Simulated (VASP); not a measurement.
Wanted: the native input for a VASP 6.6.1 run.

```
Task                   : electric field gradients
Functional             : PBEsol
Potentials or basis    : VASP PAW PBE potentials, release 64 (Zn, S)
Cutoff                 : 520 eV
k mesh                 : 8 × 8 × 5
Occupations            : fermi-dirac, width 0.03 eV
Spin                   : no spin polarisation
Dipole correction      : no
Further INCAR settings : ALGO = Normal; EDIFF = 1e-08; NBANDS = 26
```

The structure of ZnS lies in POSCAR:

```
ZnS
1.0
    3.7854208379      0.0000000000      0.0000000000
   -1.8927104190      3.2782706096      0.0000000000
    0.0000000000      0.0000000000      6.1921598132
Zn S
2 2
Direct
    0.3333333333      0.6666666667      0.0000000000
    0.6666666667      0.3333333333      0.5000000000
    0.3333333333      0.6666666667      0.3850000000
    0.6666666667      0.3333333333      0.8850000000
```

This cell differs from its parent crystal: volume scaled by 0.98.

One way to write it, as run:

INCAR

```
SYSTEM = ZnS
PREC = Accurate
ENCUT = 520
EDIFF = 1E-8
ISMEAR = -1
SIGMA = 0.03
LREAL = .FALSE.
LASPH = .TRUE.
NELM = 60
ALGO = Normal
ISIF = 2
LWAVE = .FALSE.
LCHARG = .FALSE.
GGA = PS
LEFG = .TRUE.
NBANDS = 26
```

KPOINTS

```
Automatic mesh
0
G
  8 8 5
  0 0 0
```

Potentials or basis: VASP PAW PBE potentials, release 64 (Zn, S).

Launch:

```sh
$ cat potpaw_PBE.64/Zn/POTCAR potpaw_PBE.64/S/POTCAR > POTCAR
$ mpirun -np 1 vasp_std > vasp.out
```

Results of the run:

| Property | Result |
| --- | --- |
| Pressure | 0.5 GPa |
| Largest force | 0.333 eV/Å |
| Band gap on the k mesh | 2.21 eV, direct |

Caveat: without QUAD_EFG the Cq values of the log hold for a quadrupole moment of 1 mb, not for the nuclei; the PAW data sets were made with another functional, which shifts forces and pressure a little.

Wall time 28 s on 1 thread of Intel(R) Xeon(R) 6975P-C (Granite Rapids), with other jobs on the host, peak memory 0.21 GiB.
